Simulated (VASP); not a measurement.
# CaF2 (Fm-3m) in VASP: a series of runs

The runs below take CaF2 through single point, with PBE.

All numbers are computed with VASP 6.6.1; they aren't measurements. Logs are shortened: lines on timing, memory, paths and dates and some standing lists are left out, and cuts for length are marked.

**1. The cell of the first run**

It takes space group Fm-3m (No. 225, cubic). Conventional cell: a = 5.510 Å, b = 5.510 Å, c = 5.510 Å, α = 90.00°, β = 90.00°, γ = 90.00°. Within 3.2 Å of Ca (site symmetry m-3m) lie 8 F at 2.39 Å. F (site symmetry -43m) has 4 Ca at 2.39 Å and 6 F at 2.75 Å within 3.2 Å.

**2. Single point, PBE**

Input file INCAR:

```
PREC = Accurate ; ENCUT = 600
EDIFF = 1E-6 ; ISMEAR = 0
SIGMA = 0.15 ; LREAL = F
LASPH = T ; NELM = 120
ALGO = Normal ; ISIF = 2
LWAVE = F ; LCHARG = F
GGA = PE ; NBANDS = 19
GGA_COMPAT = F
```

Input file KPOINTS:

```
Automatic mesh
0
Gamma
  4 4 4
```

Input file POSCAR:

```
CaF2
1.0
    0.0000000000      2.7547510357      2.7547510357
    2.7547510357      0.0000000000      2.7547510357
    2.7547510357      2.7547510357      0.0000000000
Ca F
1 2
Direct
    0.5000000000      0.5000000000      0.5000000000
    0.2500000000      0.2500000000      0.2500000000
    0.7500000000      0.7500000000      0.7500000000
```

Potentials or basis: VASP PAW PBE potentials, release 64 (Ca_sv, F).

Started as:

```bash
$ cat potpaw_PBE.64/Ca_sv/POTCAR potpaw_PBE.64/F/POTCAR > POTCAR
$ mpirun -np 1 vasp_std > vasp.out
```

OUTCAR:

```text
PREC = Accurate
   ENCUT = 600
   EDIFF = 1E-6
   ISMEAR = 0
   LREAL = F
   LASPH = T
   NELM = 120
   ISIF = 2
   GGA = PE

 ion  position               nearest neighbor table
   1  0.500  0.500  0.500-   2 2.39   2 2.39   2 2.39   2 2.39   3 2.39   3 2.39   3 2.39   3 2.39

   2  0.250  0.250  0.250-   1 2.39   1 2.39   1 2.39   1 2.39
   3  0.750  0.750  0.750-   1 2.39   1 2.39   1 2.39   1 2.39

  LATTYP: Found a face centered cubic cell.
 ALAT       =     5.5095020714

  Lattice vectors:

 A1 = (   0.0000000000,   2.7547510357,   2.7547510357)
 A2 = (   2.7547510357,   0.0000000000,   2.7547510357)
 A3 = (   2.7547510357,   2.7547510357,   0.0000000000)

Analysis of symmetry for initial positions (statically):
=====================================================================
 Subroutine PRICEL returns:
 Original cell was already a primitive cell.

 Routine SETGRP: Setting up the symmetry group for a
 face centered cubic supercell.

 Subroutine GETGRP returns: Found 48 space group operations
 (whereof 48 operations were pure point group operations)
 out of a pool of 48 trial point group operations.

The static configuration has the point symmetry O_h .

Analysis of symmetry for dynamics (positions and initial velocities):
=====================================================================
 Subroutine PRICEL returns:
 Original cell was already a primitive cell.

 Routine SETGRP: Setting up the symmetry group for a
 face centered cubic supercell.

 Subroutine GETGRP returns: Found 48 space group operations
 (whereof 48 operations were pure point group operations)
 out of a pool of 48 trial point group operations.

The dynamic configuration has the point symmetry O_h .

 Subroutine INISYM returns: Found 48 space group operations
 (whereof 48 operations are pure point group operations),
 and found     1 'primitive' translations

----------------------------------------------------------------------------------------

                                     Primitive cell

  volume of cell :      41.8097

  direct lattice vectors                    reciprocal lattice vectors
     0.000000000  2.754751036  2.754751036    -0.181504606  0.181504606  0.181504606
     2.754751036  0.000000000  2.754751036     0.181504606 -0.181504606  0.181504606
     2.754751036  2.754751036  0.000000000     0.181504606  0.181504606 -0.181504606

  length of vectors
     3.895806276  3.895806276  3.895806276     0.314375199  0.314375199  0.314375199

  position of ions in fractional coordinates (direct lattice)
     0.500000000  0.500000000  0.500000000
     0.250000000  0.250000000  0.250000000
     0.750000000  0.750000000  0.750000000

  ion indices of the primitive-cell ions
   primitive index   ion index
                 1           1
                 2           2
                 3           3

----------------------------------------------------------------------------------------

 KPOINTS: Automatic mesh

Automatic generation of k-mesh.
 Grid dimensions read from file:
 generate k-points for:    4    4    4

 Generating k-lattice:

  Cartesian coordinates                     Fractional coordinates (reciprocal lattice)
    -0.045376151  0.045376151  0.045376151     0.250000000  0.000000000  0.000000000
     0.045376151 -0.045376151  0.045376151     0.000000000  0.250000000  0.000000000
     0.045376151  0.045376151 -0.045376151     0.000000000  0.000000000  0.250000000

  Length of vectors
     0.078593800  0.078593800  0.078593800

  Shift w.r.t. Gamma in fractional coordinates (k-lattice)
     0.000000000  0.000000000  0.000000000

 Subroutine IBZKPT returns following result:
 ===========================================

 Found      8 irreducible k-points:

 Following reciprocal coordinates:
            Coordinates               Weight
  0.000000  0.000000  0.000000      1.000000
  0.250000  0.000000  0.000000      8.000000
  0.500000  0.000000  0.000000      4.000000
  0.250000  0.250000  0.000000      6.000000
  0.500000  0.250000  0.000000     24.000000
 -0.250000  0.250000  0.000000     12.000000
  0.500000  0.500000  0.000000      3.000000
 -0.250000  0.500000  0.250000      6.000000
   k-points           NKPTS =      8   k-points in BZ     NKDIM =      8   number of bands    NBANDS=     19
   number of dos      NEDOS =    301   number of ions     NIONS =      3
   total plane-waves  NPLWV =  32768
   dimension x,y,z NGX =    32 NGY =   32 NGZ =   32
   dimension x,y,z NGXF=    64 NGYF=   64 NGZF=   64
   ions per type =               1   2
   NGX,Y,Z   is equivalent  to a cutoff of  13.66, 13.66, 13.66 a.u.
   NGXF,Y,Z  is equivalent  to a cutoff of  27.31, 27.31, 27.31 a.u.
 SYSTEM =  unknown system
   PREC   = accura    normal or accurate (medium, high low for compatibility)
   ISTART =      0    job   : 0-new  1-cont  2-samecut
   ICHARG =      2    charge: 1-file 2-atom 10-const
   ISPIN  =      1    spin polarized calculation?
   LNONCOLLINEAR =      F non collinear calculations
   LSORBIT =      F    spin-orbit coupling
   LASPH  =      T    aspherical Exc in radial PAW
   ENCUT  =  600.0 eV  44.10 Ry    6.64 a.u.   7.78  7.78  7.78*2*pi/ulx,y,z
   NELM   =    120;   NELMIN=  2; NELMDL= -5     # of ELM steps
   EDIFF  = 0.1E-05   stopping-criterion for ELM
   LREAL  =      F    real-space projection
   EDIFFG = 0.1E-04   stopping-criterion for IOM
   NSW    =      0    number of steps for IOM
   IBRION =     -1    ionic relax: 0-MD 1-quasi-New 2-CG
   NFREE  =      0    steps in history (QN), initial steepest desc. (CG)
   ISIF   =      2    stress and relaxation
   ISYM   =      2    0-nonsym 1-usesym 2-fastsym
   POTIM  = 0.5000    time-step for ionic-motion
   TEBEG  =    0.0;   TEEND  =   0.0 temperature during run
   PSTRESS=    0.0 pullay stress
   NELECT =      24.0000    total number of electrons
   NUPDOWN=      -1.0000    fix difference up-down
   EMIN   =  10.00;   EMAX   =-10.00  energy-range for DOS
   EFERMI =   0.00;   METHOD = LEGACY
   ISMEAR =     0;   SIGMA  =   0.15  broadening in eV -4-tet -1-fermi 0-gaus
   EFERMI_NEDOS =   21; number of points for ismear=-14 and -15
   IALGO  =     38    algorithm
   IMIX   =      4    mixing-type and parameters
     AMIX     =   0.40;   BMIX     =  1.00
     AMIX_MAG =   1.60;   BMIX_MAG =  1.00
  volume/ion in A,a.u.               =      13.94        94.05
  Fermi-wavevector in a.u.,A,eV,Ry     =   1.360566  2.571097 25.186280  1.851139
  Thomas-Fermi vector in A             =   2.487217
   LORBIT       =      0    0 simple, 1 ext, 2 COOP (PROOUT), +10 PAW based schemes
   GGA     = PE    functional components
   LHFCALC =     F    Hartree Fock is set to
   AEXX    =    0.0000 exact exchange contribution
   IVDW    =     0    specifies the selected vdW correction
   LEPSILON=     F    determine dielectric tensor
   LRPA    =     F    only Hartree local field effects (RPA)
 non-spin polarized calculation
 Gauss-broadening in eV      SIGMA  =   0.15
  energy-cutoff  :      600.00
  volume of cell :       41.81
 maximum number of plane-waves:      1411
   NGX = 15   NGY = 15   NGZ = 15

 number of electron      24.0000002 magnetization

 Free energy of the ion-electron system (eV)
  ---------------------------------------------------
  ext. energy  EPLUGINS =         0.00000000
  ---------------------------------------------------
  free energy    TOTEN  =       -17.34442844 eV

  energy without entropy =      -17.34442844  energy(sigma->0) =      -17.34442844

 E-fermi :  -0.3399     XC(G=0):  -9.5031

 val. band max:       -1.1081638001   @ k =   0.5000   0.5000   0.0000
 cond. band min:       6.0195092414   @ k =   0.0000   0.0000   0.0000
 fundamental gap:      7.1276730415
 Fermi energy:        -0.3399022443

 k-point     1 :       0.0000    0.0000    0.0000
  band No.  band energies     occupation
      1     -37.2582      2.00000
      2     -20.9799      2.00000
      3     -20.2476      2.00000
      4     -18.1971      2.00000
      5     -18.1971      2.00000
      6     -18.1971      2.00000
      7      -3.1368      2.00000
      8      -3.1368      2.00000
      9      -3.1368      2.00000
     10      -1.3601      2.00000
     11      -1.3601      2.00000
     12      -1.3601      2.00000
     13       6.0195      0.00000
     14       7.9570      0.00000
     15       7.9570      0.00000
     16       9.9156      0.00000
     17       9.9156      0.00000
     18       9.9156      0.00000
     19      15.6246      0.00000

 k-point     2 :       0.2500    0.0000    0.0000
  band No.  band energies     occupation
      1     -37.2438      2.00000
      2     -21.0803      2.00000
      3     -20.4039      2.00000
      4     -18.2158      2.00000
      5     -18.2158      2.00000
      6     -17.9668      2.00000
      7      -2.8928      2.00000
      8      -2.8928      2.00000
      9      -2.7335      2.00000
     10      -1.9030      2.00000
     11      -1.6048      2.00000
     12      -1.6048      2.00000
     13       7.3150      0.00000
     14       8.0593      0.00000
     15       8.0593      0.00000
     16       9.5425      0.00000
     17       9.7892      0.00000
     18       9.7892      0.00000
     19      13.6169      0.00000

 k-point     3 :       0.5000    0.0000    0.0000
  band No.  band energies     occupation
      1     -37.2293      2.00000
      2     -21.0950      2.00000
      3     -20.6474      2.00000
      4     -18.2343      2.00000
      5     -18.2343      2.00000
      6     -17.7267      2.00000
      7      -2.5592      2.00000
      8      -2.5592      2.00000
      9      -2.3671      2.00000
     10      -2.3131      2.00000
     11      -1.9254      2.00000
     12      -1.9254      2.00000
     13       8.1593      0.00000
     14       8.1593      0.00000
     15       8.4710      0.00000
     16       9.4932      0.00000
     17       9.6626      0.00000
     18       9.6626      0.00000
     19      12.3071      0.00000

 k-point     4 :       0.2500    0.2500    0.0000
  band No.  band energies     occupation
      1     -37.2390      2.00000
      2     -21.1498      2.00000
      3     -20.3919      2.00000
      4     -18.2436      2.00000
      5     -18.2436      2.00000
      6     -17.8729      2.00000
      7      -2.9685      2.00000
      8      -2.9685      2.00000
      9      -2.6736      2.00000
     10      -2.2083      2.00000
     11      -1.3585      2.00000
     12      -1.3585      2.00000
     13       7.3892      0.00000
     14       8.1944      0.00000
     15       8.3654      0.00000
     16       9.2041      0.00000
     17       9.7286      0.00000
     18       9.7286      0.00000
     19      15.0025      0.00000

 k-point     5 :       0.5000    0.2500    0.0000
  band No.  band energies     occupation
      1     -37.2246      2.00000
      2     -21.1227      2.00000
      3     -20.7001      2.00000
      4     -18.2621      2.00000
      5     -18.1122      2.00000
      6     -17.7556      2.00000
      7      -3.2194      2.00000
      8      -2.7897      2.00000
      9      -2.6654      2.00000
     10      -1.6632      2.00000
     11      -1.5814      2.00000
     12      -1.5013      2.00000
     13       7.3548      0.00000
     14       8.4747      0.00000
     15       8.6001      0.00000
     16       9.0555      0.00000
     17       9.6169      0.00000
     18      11.0439      0.00000
     19      13.2650      0.00000

 k-point     6 :      -0.2500    0.2500    0.0000
  band No.  band energies     occupation
      1     -37.2294      2.00000
      2     -21.0606      2.00000
      3     -20.7019      2.00000
      4     -18.2346      2.00000
      5     -18.0345      2.00000
      6     -17.9053      2.00000
      7      -3.1074      2.00000
      8      -2.5904      2.00000
      9      -2.3395      2.00000
     10      -2.1613      2.00000
     11      -2.0196      2.00000
     12      -1.3175      2.00000
     13       7.5603      0.00000
     14       8.1694      0.00000
     15       8.6452      0.00000
     16       9.0309      0.00000
     17       9.6734      0.00000
     18      10.5370      0.00000
     19      13.6334      0.00000

 k-point     7 :       0.5000    0.5000    0.0000
  band No.  band energies     occupation
      1     -37.2198      2.00000
      2     -21.2926      2.00000
      3     -20.5303      2.00000
      4     -18.2897      2.00000
      5     -18.2897      2.00000
      6     -17.5655      2.00000
      7      -3.7266      2.00000
      8      -2.7167      2.00000
      9      -2.7167      2.00000
     10      -1.4579      2.00000
     11      -1.4579      2.00000
     12      -1.1082      2.00000
     13       6.9354      0.00000
     14       8.2604      0.00000
     15       8.8331      0.00000
     16       9.5845      0.00000
     17       9.5845      0.00000
     18      11.9213      0.00000
     19      13.4371      0.00000

 k-point     8 :      -0.2500    0.5000    0.2500
  band No.  band energies     occupation
      1     -37.2198      2.00000
      2     -20.9608      2.00000
      3     -20.9608      2.00000
      4     -18.2918      2.00000
      5     -17.8769      2.00000
      6     -17.8769      2.00000
      7      -3.2961      2.00000
      8      -3.1773      2.00000
      9      -2.1225      2.00000
     10      -2.1225      2.00000
     11      -1.3774      2.00000
     12      -1.1948      2.00000
     13       7.2507      0.00000
     14       8.5094      0.00000
     15       8.6664      0.00000
     16       8.6664      0.00000
     17       9.6031      0.00000
     18      13.1243      0.00000
     19      14.1921      0.00000

------------------------ aborting loop because EDIFF is reached ----------------------------------------

  FORCE on cell =-STRESS in cart. coord.  units (eV):
  Direction    XX          YY          ZZ          XY          YZ          ZX
  --------------------------------------------------------------------------------------
  -------------------------------------------------------------------------------------
  Total        0.0652204      0.0652204      0.0652204      0.0000000      0.0000000     -0.0000000
  in kB        2.4992928      2.4992928      2.4992928      0.0000000      0.0000000     -0.0000000
  external PRESSURE =       2.4992928 kB  Pullay stress =       0.0000000 kB

 VOLUME and BASIS-vectors are now :
 -----------------------------------------------------------------------------
  energy-cutoff  :      600.00
  volume of cell :       41.81
      direct lattice vectors                 reciprocal lattice vectors
     0.000000000  2.754751036  2.754751036    -0.181504606  0.181504606  0.181504606
     2.754751036  0.000000000  2.754751036     0.181504606 -0.181504606  0.181504606
     2.754751036  2.754751036  0.000000000     0.181504606  0.181504606 -0.181504606

 POSITION                                       TOTAL-FORCE (eV/Angst)
 -----------------------------------------------------------------------------------
      2.75475      2.75475      2.75475        -0.000000     -0.000000     -0.000000
      1.37738      1.37738      1.37738        -0.000000     -0.000000     -0.000000
      4.13213      4.13213      4.13213         0.000000      0.000000      0.000000
 -----------------------------------------------------------------------------------
    total drift:                               -0.000000     -0.000000      0.000000

  FREE ENERGIE OF THE ION-ELECTRON SYSTEM (eV)
  ---------------------------------------------------
  free  energy   TOTEN  =       -17.3444284385 eV

  energy  without entropy=      -17.3444284385  energy(sigma->0) =      -17.34442844
```

Wall time 14 s (1 thread of Intel Xeon Platinum 8375C at 2.90GHz (Ice Lake), shared host); peak memory 0.17 GiB.

Results:

- Free energy: -17.3444 eV
- Pressure: 0.2 GPa
- Band gap on the k mesh: 7.13 eV, indirect (least direct gap 7.38 eV)

Levels at points of the mesh, in eV from the valence-band top:
| k point | band 8 | band 9 | band 10 | band 11 | band 12 | band 13 | band 14 | band 15 | band 16 | band 17 |
| --- | --- | --- | --- | --- | --- | --- | --- | --- | --- | --- |
| (0.00, 0.00, 0.00) | -2.03 | -2.03 | -0.25 | -0.25 | -0.25 | 7.13 | 9.07 | 9.07 | 11.02 | 11.02 |
| (0.50, 0.00, 0.00) | -1.45 | -1.26 | -1.20 | -0.82 | -0.82 | 9.27 | 9.27 | 9.58 | 10.60 | 10.77 |
| (0.50, 0.50, 0.00) | -1.61 | -1.61 | -0.35 | -0.35 | 0.00 | 8.04 | 9.37 | 9.94 | 10.69 | 10.69 |

Caveat: the k points lie up to 0.49 Å⁻¹ apart. A k mesh can miss the band edges.

(Part 1 of 2 ends here.)
